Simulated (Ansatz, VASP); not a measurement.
## HfO2: VASP beside Ansatz

```
Hf O
1.0
     3.66624    0.00000    0.00000
     0.00000    3.66624    0.00000
     0.00000    0.00000    5.33274
Hf O
2 4
Direct
  0.50000 0.50000 0.50000
  0.00000 0.00000 0.00000
  0.00000 0.50000 0.69616
  0.50000 0.00000 0.80384
  0.50000 0.00000 0.30384
  0.00000 0.50000 0.19616
```

Change from the starting cell: strain +0.025 along x and y, +0.025 along z, atoms carried along.

Alike in both runs: task single point; functional r2SCAN; k mesh 6 × 6 × 6; occupations gaussian, width 0.05 eV; no spin polarisation.

|  | VASP | Ansatz |
| --- | --- | --- |
| version | VASP 6.6.1 | Ansatz 0.2.0 |
| potentials or method | VASP PAW PBE potentials, release 64 (Hf_pv, O), cutoff 520 eV | scalar-relativistic, plane waves, PAW |
| valence electrons in the cell | 44 | 76 |

|  | VASP | Ansatz | Ansatz less VASP |
| --- | --- | --- | --- |
| gap on the k mesh at the Fermi level (eV) | 4.92 | 4.95 | +0.033 |
| least direct gap on the mesh (eV) | 4.99 | 5.01 | +0.028 |
| pressure (GPa) | -19.6 | -16.6 | +3.04 |
| traceless stress, the component that is largest in VASP (GPa) | 1.67 | 1.48 | -0.188 |
| rms of the force components (eV/Å) | 0.211 | 0.178 | -0.0329 |

VASP's potentials were made for PBE, not for r2SCAN. Atom by atom the forces differ by 0.033 eV/Å (rms over components). The functional is the same, so the differences come from potentials, cutoffs and numerics. VASP's potentials hold 44 valence electrons a cell and Ansatz's 76, so a difference there can come from the potentials and not from the codes.

Neither program's run includes spin-orbit coupling.
